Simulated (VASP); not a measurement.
Here is a VASP 6.6.1 calculation.

File INCAR:

```
SYSTEM = AgCl
PREC = Accurate
ENCUT = 500
EDIFF = 1E-6
ISMEAR = 0
SIGMA = 0.01
LREAL = .FALSE.
LASPH = .TRUE.
NELM = 120
ALGO = Normal
ISIF = 2
LWAVE = .FALSE.
LCHARG = .TRUE.
GGA = PE
LELF = .TRUE.
LVHAR = .TRUE.
NBANDS = 16
GGA_COMPAT = .FALSE.
```

The input KPOINTS:

```
Automatic mesh
0
G
  5 5 5
  0 0 0
```

File POSCAR:

```
AgCl
1.0
    0.0000000000      2.7350000000      2.7350000000
    2.7350000000      0.0000000000      2.7350000000
    2.7350000000      2.7350000000      0.0000000000
Ag Cl
1 1
Direct
    0.0000000000      0.0000000000      0.0000000000
    0.5000000000      0.5000000000      0.5000000000
```

Potentials or basis: VASP PAW PBE potentials, release 64 (Ag, Cl).

Command:

```console
$ cat potpaw_PBE.64/Ag/POTCAR potpaw_PBE.64/Cl/POTCAR > POTCAR
$ mpirun -np 1 vasp_std > vasp.out
```

(1) What does it give for the pressure?

(2) Predict the band gap on the k mesh.

## Answers

(1) 3.8 GPa.

(2) 1.06 eV (least direct gap 3.40 eV).

Caveat: the cell stands under pressure; an odd mesh through Γ misses points on the zone boundary, where band edges can lie.
